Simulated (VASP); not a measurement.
Input of a VASP 6.6.1 run:

Contents of INCAR:

```
SYSTEM = Ti13Be3
ALGO = Normal ; EDIFF = 1E-6
ENCUT = 400 ; GGA = PE
GGA_COMPAT = .FALSE. ; ISIF = 2
ISMEAR = -1 ; ISYM = -1
LASPH = .TRUE. ; LCHARG = .FALSE.
LREAL = Auto ; LWAVE = .FALSE.
NBANDS = 95 ; NELM = 120
PREC = Accurate ; SIGMA = 0.168
```

The input KPOINTS:

```
explicit points
1
Reciprocal
  0.25000000   0.25000000   0.25000000 1
```

File POSCAR:

```
Ti13Be3
1.0
    6.1453290000      0.1157260000     -0.0247540000
    0.1157260000      6.2830310000     -0.1349560000
   -0.0247540000     -0.1349560000      6.3427070000
Ti Be
13 3
Direct
    0.3402144998      0.2615873087      0.1186670686
    0.5524255985      0.9697589177      0.9191391827
    0.3905796914      0.2331629640      0.5626452792
    0.6598927761      0.9376393679      0.2905981696
   -0.0182144365      0.8065864821      0.0959571056
    0.3340839710      0.7898479365      0.5117095323
    0.6182473636      0.5367591586      0.3032820157
    0.8354405288      0.2196548331      0.0339615613
    0.0803600464      0.4970574065      0.4062126962
    0.5939750875      0.5585353438      0.8727232639
    0.1606189943      0.5209137041      0.8428061382
    0.8529950670      0.2604453198      0.6105525131
    0.8148139733      0.7629984117      0.6318047040
    0.3158090799      0.7483241903      0.1633377322
    0.1519937862      0.0744079899      0.8520950532
    0.0930976622      0.0967490819      0.2922011704
```

Potentials or basis: VASP PAW PBE potentials, release 64 (Ti_sv, Be).

The run is started by

```console
$ cat potpaw_PBE.64/Ti_sv/POTCAR potpaw_PBE.64/Be/POTCAR > POTCAR
$ mpirun -np 1 vasp_std > vasp.out
```

Question: Predict the largest force.

Answer: 2.849 eV/Å.

Question: Estimate the pressure.

Answer: 6.7 GPa.

Stress tensor (GPa, compression positive):
```
 9.06  0.25 -2.80
 0.25  3.27  1.88
-2.80  1.88  7.71
```

Caveat: the atoms stand as in a frame of molecular dynamics.
